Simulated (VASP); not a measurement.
# TiO2 (P4_2/mnm) in VASP: further runs

The runs below take TiO2 through single point, with PBE.

Program: VASP 6.6.1. These are calculated values, not measurements. Logs are shortened: lines on timing, memory, paths and dates and some standing lists are left out, and cuts for length are marked.

### Step 1. The cell of the first run

The structure is tetragonal, space group P4_2/mnm (No. 136). The conventional cell has a = 4.643 Å, b = 4.643 Å, c = 3.201 Å, α = 90.00°, β = 90.00°, γ = 90.00°. Within 2.7 Å of Ti (site symmetry mmm) lie 6 O at 2.00 to 2.05 Å. Within 2.7 Å of O (site symmetry m2m) lie 3 Ti at 2.00 to 2.05 Å and 1 O at 2.56 Å.

### Step 2. Single point, PBE

The input, INCAR:

```
SYSTEM = TiO2
PREC = Accurate ; ENCUT = 520
EDIFF = 1E-7 ; ISMEAR = 0
SIGMA = 0.05 ; LREAL = .FALSE.
LASPH = .TRUE. ; NELM = 100
ALGO = Normal ; ISIF = 2
LWAVE = .FALSE. ; LCHARG = .FALSE.
GGA = PE ; NBANDS = 33
```

The input, KPOINTS:

```
Automatic mesh
0
G
  6 6 10
  0 0 0
```

The input, POSCAR:

```
TiO2
1.0
    4.6433998178      0.0000000000      0.0000000000
    0.0000000000      4.6433998178      0.0000000000
    0.0000000000      0.0000000000      3.2010000000
Ti O
2 4
Direct
    0.0000000000      0.0000000000      0.0000000000
    0.5000000000      0.5000000000      0.5000000000
    0.3050970583      0.3050970583      0.0000000000
    0.1949029417      0.8050970583      0.5000000000
    0.6949029417      0.6949029417      0.0000000000
    0.8050970583      0.1949029417      0.5000000000
```

Potentials or basis: VASP PAW PBE potentials, release 64 (Ti_sv, O).

Command:

```console
> cat potpaw_PBE.64/Ti_sv/POTCAR potpaw_PBE.64/O/POTCAR > POTCAR
> mpirun -np 1 vasp_std > vasp.out
```

OUTCAR:

```text
SYSTEM = TiO2
   PREC = Accurate
   ENCUT = 520
   EDIFF = 1E-7
   ISMEAR = 0
   LREAL = .FALSE.
   LASPH = .TRUE.
   NELM = 100
   ISIF = 2
   GGA = PE

 ion  position               nearest neighbor table
   1  0.000  0.000  0.000-   3 2.00   5 2.00   4 2.05   6 2.05   4 2.05   6 2.05
   2  0.500  0.500  0.500-   4 2.00   6 2.00   5 2.05   3 2.05   3 2.05   5 2.05
   3  0.305  0.305  0.000-   1 2.00   2 2.05   2 2.05
   4  0.195  0.805  0.500-   2 2.00   1 2.05   1 2.05
   5  0.695  0.695  0.000-   1 2.00   2 2.05   2 2.05
   6  0.805  0.195  0.500-   2 2.00   1 2.05   1 2.05

  LATTYP: Found a simple tetragonal cell.
 ALAT       =     4.6433998178
 C/A-ratio  =     0.6893655782

  Lattice vectors:

 A1 = (   4.6433998178,   0.0000000000,   0.0000000000)
 A2 = (   0.0000000000,   4.6433998178,   0.0000000000)
 A3 = (   0.0000000000,   0.0000000000,   3.2010000000)

Analysis of symmetry for initial positions (statically):
=====================================================================
 Subroutine PRICEL returns:
 Original cell was already a primitive cell.

 Routine SETGRP: Setting up the symmetry group for a
 simple tetragonal supercell.

 Subroutine GETGRP returns: Found 16 space group operations
 (whereof  8 operations were pure point group operations)
 out of a pool of 16 trial point group operations.

The static configuration has the point symmetry D_2h.
 The point group associated with its full space group is D_4h.

Analysis of symmetry for dynamics (positions and initial velocities):
=====================================================================
 Subroutine PRICEL returns:
 Original cell was already a primitive cell.

 Routine SETGRP: Setting up the symmetry group for a
 simple tetragonal supercell.

 Subroutine GETGRP returns: Found 16 space group operations
 (whereof  8 operations were pure point group operations)
 out of a pool of 16 trial point group operations.

The dynamic configuration has the point symmetry D_2h.
 The point group associated with its full space group is D_4h.

 Subroutine INISYM returns: Found 16 space group operations
 (whereof  8 operations are pure point group operations),
 and found     1 'primitive' translations

----------------------------------------------------------------------------------------

                                     Primitive cell

  volume of cell :      69.0173

  direct lattice vectors                    reciprocal lattice vectors
     4.643399818  0.000000000  0.000000000     0.215359443  0.000000000  0.000000000
     0.000000000  4.643399818  0.000000000     0.000000000  0.215359443  0.000000000
     0.000000000  0.000000000  3.201000000     0.000000000  0.000000000  0.312402374

  length of vectors
     4.643399818  4.643399818  3.201000000     0.215359443  0.215359443  0.312402374

  position of ions in fractional coordinates (direct lattice)
     0.000000000  0.000000000  0.000000000
     0.500000000  0.500000000  0.500000000
     0.305097058  0.305097058  0.000000000
     0.194902942  0.805097058  0.500000000
     0.694902942  0.694902942  0.000000000
     0.805097058  0.194902942  0.500000000

  ion indices of the primitive-cell ions
   primitive index   ion index
                 1           1
                 2           2
                 3           3
                 4           4
                 5           5
                 6           6

----------------------------------------------------------------------------------------

 KPOINTS: Automatic mesh

Automatic generation of k-mesh.
 Grid dimensions read from file:
 generate k-points for:    6    6   10

 Generating k-lattice:

  Cartesian coordinates                     Fractional coordinates (reciprocal lattice)
     0.035893241  0.000000000  0.000000000     0.166666667  0.000000000  0.000000000
     0.000000000  0.035893241  0.000000000     0.000000000  0.166666667  0.000000000
     0.000000000  0.000000000  0.031240237     0.000000000  0.000000000  0.100000000

  Length of vectors
     0.035893241  0.035893241  0.031240237

  Shift w.r.t. Gamma in fractional coordinates (k-lattice)
     0.000000000  0.000000000  0.000000000

 Subroutine IBZKPT returns following result:
 ===========================================

 Found     60 irreducible k-points:

 Following reciprocal coordinates:
            Coordinates               Weight
  0.000000  0.000000  0.000000      1.000000
  0.166667  0.000000  0.000000      4.000000
  0.333333  0.000000  0.000000      4.000000
  0.500000  0.000000  0.000000      2.000000
  0.166667  0.166667  0.000000      4.000000
  0.333333  0.166667  0.000000      8.000000
[... 16 lines left out ...]
  0.333333  0.000000  0.200000      8.000000
  0.500000  0.000000  0.200000      4.000000
 [... further k-points ...]
   k-points           NKPTS =     60   k-points in BZ     NKDIM =     60   number of bands    NBANDS=     33
   number of dos      NEDOS =    301   number of ions     NIONS =      6
   total plane-waves  NPLWV =  31104
   dimension x,y,z NGX =    36 NGY =   36 NGZ =   24
   dimension x,y,z NGXF=    72 NGYF=   72 NGZF=   48
   ions per type =               2   4
   NGX,Y,Z   is equivalent  to a cutoff of  12.89, 12.89, 12.46 a.u.
   NGXF,Y,Z  is equivalent  to a cutoff of  25.78, 25.78, 24.93 a.u.
 SYSTEM =  TiO2
   PREC   = accura    normal or accurate (medium, high low for compatibility)
   ISTART =      0    job   : 0-new  1-cont  2-samecut
   ICHARG =      2    charge: 1-file 2-atom 10-const
   ISPIN  =      1    spin polarized calculation?
   LNONCOLLINEAR =      F non collinear calculations
   LSORBIT =      F    spin-orbit coupling
   LASPH  =      T    aspherical Exc in radial PAW
   ENCUT  =  520.0 eV  38.22 Ry    6.18 a.u.   8.63  8.63  5.95*2*pi/ulx,y,z
   NELM   =    100;   NELMIN=  2; NELMDL= -5     # of ELM steps
   EDIFF  = 0.1E-06   stopping-criterion for ELM
   LREAL  =      F    real-space projection
   EDIFFG = 0.1E-05   stopping-criterion for IOM
   NSW    =      0    number of steps for IOM
   IBRION =     -1    ionic relax: 0-MD 1-quasi-New 2-CG
   NFREE  =      0    steps in history (QN), initial steepest desc. (CG)
   ISIF   =      2    stress and relaxation
   ISYM   =      2    0-nonsym 1-usesym 2-fastsym
   POTIM  = 0.5000    time-step for ionic-motion
   TEBEG  =    0.0;   TEEND  =   0.0 temperature during run
   PSTRESS=    0.0 pullay stress
   NELECT =      48.0000    total number of electrons
   NUPDOWN=      -1.0000    fix difference up-down
   EMIN   =  10.00;   EMAX   =-10.00  energy-range for DOS
   EFERMI =   0.00;   METHOD = LEGACY
   ISMEAR =     0;   SIGMA  =   0.05  broadening in eV -4-tet -1-fermi 0-gaus
   EFERMI_NEDOS =   21; number of points for ismear=-14 and -15
   IALGO  =     38    algorithm
   IMIX   =      4    mixing-type and parameters
     AMIX     =   0.40;   BMIX     =  1.00
     AMIX_MAG =   1.60;   BMIX_MAG =  1.00
  volume/ion in A,a.u.               =      11.50        77.63
  Fermi-wavevector in a.u.,A,eV,Ry     =   1.450450  2.740952 28.623990  2.103804
  Thomas-Fermi vector in A             =   2.568060
   LORBIT       =      0    0 simple, 1 ext, 2 COOP (PROOUT), +10 PAW based schemes
   GGA     = PE    functional components
   LHFCALC =     F    Hartree Fock is set to
   AEXX    =    0.0000 exact exchange contribution
   IVDW    =     0    specifies the selected vdW correction
   LEPSILON=     F    determine dielectric tensor
   LRPA    =     F    only Hartree local field effects (RPA)
 non-spin polarized calculation
 Gauss-broadening in eV      SIGMA  =   0.05
  energy-cutoff  :      520.00
  volume of cell :       69.02
 maximum number of plane-waves:      1884
 NGX is ok and might be reduce to    36
   NGX = 17   NGY = 17   NGZ = 11

 number of electron      48.0000010 magnetization

 Free energy of the ion-electron system (eV)
  ---------------------------------------------------
  ext. energy  EPLUGINS =         0.00000000
  ---------------------------------------------------
  free energy    TOTEN  =       -53.19895464 eV

  energy without entropy =      -53.19895464  energy(sigma->0) =      -53.19895464

 E-fermi :   4.3250     XC(G=0): -10.9094

 val. band max:        3.9966131529   @ k =   0.0000   0.0000   0.0000
 cond. band min:       5.5588278698   @ k =   0.0000   0.0000   0.0000
 fundamental gap:      1.5622147169
 Fermi energy:         4.3250323577

 k-point     1 :       0.0000    0.0000    0.0000
  band No.  band energies     occupation
      1     -53.4211      2.00000
      2     -53.4100      2.00000
      3     -29.6511      2.00000
      4     -29.6511      2.00000
      5     -29.5377      2.00000
      6     -29.5228      2.00000
[... 25 lines left out ...]
     32       9.4751      0.00000
     33       9.4751      0.00000

 k-point     2 :       0.1667    0.0000    0.0000
  band No.  band energies     occupation
      1     -53.4204      2.00000
      2     -53.4108      2.00000
      3     -29.6464      2.00000
      4     -29.6460      2.00000
      5     -29.5359      2.00000
      6     -29.5285      2.00000
[... 25 lines left out ...]
     32       9.3818      0.00000
     33       9.4050      0.00000

 k-point     3 :       0.3333    0.0000    0.0000
  band No.  band energies     occupation
      1     -53.4183      2.00000
      2     -53.4128      2.00000
      3     -29.6353      2.00000
      4     -29.6343      2.00000
      5     -29.5414      2.00000
      6     -29.5404      2.00000
[... 25 lines left out ...]
     32       9.1950      0.00000
     33       9.2406      0.00000

 k-point     4 :       0.5000    0.0000    0.0000
  band No.  band energies     occupation
      1     -53.4156      2.00000
      2     -53.4156      2.00000
      3     -29.6278      2.00000
      4     -29.6278      2.00000
      5     -29.5485      2.00000
      6     -29.5485      2.00000
[... 673 lines left out ...]
     32       8.7959      0.00000
     33       8.9393      0.00000

 k-point    23 :       0.3333    0.0000    0.2000
  band No.  band energies     occupation
      1     -53.4128      2.00000
      2     -53.4083      2.00000
      3     -29.6274      2.00000
      4     -29.6178      2.00000
      5     -29.6000      2.00000
      6     -29.5978      2.00000
[... 25 lines left out ...]
     32       8.4861      0.00000
     33       9.0365      0.00000

 k-point    24 :       0.5000    0.0000    0.2000
  band No.  band energies     occupation
      1     -53.4105      2.00000
      2     -53.4105      2.00000
      3     -29.6195      2.00000
      4     -29.6195      2.00000
      5     -29.6001      2.00000
      6     -29.6001      2.00000
[... 25 lines left out ...]
     32       8.3826      0.00000
     33       9.5464      0.00000

 [... further k-points ...]
[... 5 lines left out ...]
  --------------------------------------------------------------------------------------
  -------------------------------------------------------------------------------------
  Total       -4.3557176     -4.3557176    -12.1224243     -0.0000000      0.0000000      0.0000000
  in kB     -101.1142718   -101.1142718   -281.4117517     -0.0000000      0.0000000      0.0000000
  external PRESSURE =    -161.2134318 kB  Pullay stress =       0.0000000 kB

 VOLUME and BASIS-vectors are now :
 -----------------------------------------------------------------------------
  energy-cutoff  :      520.00
  volume of cell :       69.02
      direct lattice vectors                 reciprocal lattice vectors
     4.643399818  0.000000000  0.000000000     0.215359443  0.000000000  0.000000000
     0.000000000  4.643399818  0.000000000     0.000000000  0.215359443  0.000000000
     0.000000000  0.000000000  3.201000000     0.000000000  0.000000000  0.312402374

 POSITION                                       TOTAL-FORCE (eV/Angst)
 -----------------------------------------------------------------------------------
      0.00000      0.00000      0.00000         0.000000     -0.000000      0.000000
      2.32170      2.32170      1.60050         0.000000     -0.000000      0.000000
      1.41669      1.41669      0.00000         0.064018      0.064018     -0.000000
      0.90501      3.73839      1.60050        -0.064018      0.064018      0.000000
      3.22671      3.22671      0.00000        -0.064018     -0.064018      0.000000
      3.73839      0.90501      1.60050         0.064018     -0.064018      0.000000
 -----------------------------------------------------------------------------------
    total drift:                               -0.000000      0.000000     -0.000000

  FREE ENERGIE OF THE ION-ELECTRON SYSTEM (eV)
  ---------------------------------------------------
  free  energy   TOTEN  =       -53.1989546402 eV

  energy  without entropy=      -53.1989546402  energy(sigma->0) =      -53.19895464
```

Run time: 4 min. Hardware: 1 thread of Intel Xeon 8259CL, shared host; peak memory 0.24 GiB.

Results:

| Quantity | Value |
| --- | --- |
| Free energy | -53.1990 eV |
| Pressure | -16.1 GPa |
| Largest force | 0.091 eV/Å |
| Band gap on the k mesh | 1.56 eV, direct |

Forces in eV/Å, atoms in the order of the input:
```
Ti   0.000  0.000  0.000
Ti   0.000  0.000  0.000
O    0.064  0.064  0.000
O   -0.064  0.064  0.000
O   -0.064 -0.064  0.000
O    0.064 -0.064  0.000
```

A k mesh can miss the band edges. Expect the measured gap to be larger: semilocal functionals such as PBE lack the derivative discontinuity.

(Part 1 of 3 ends here.)
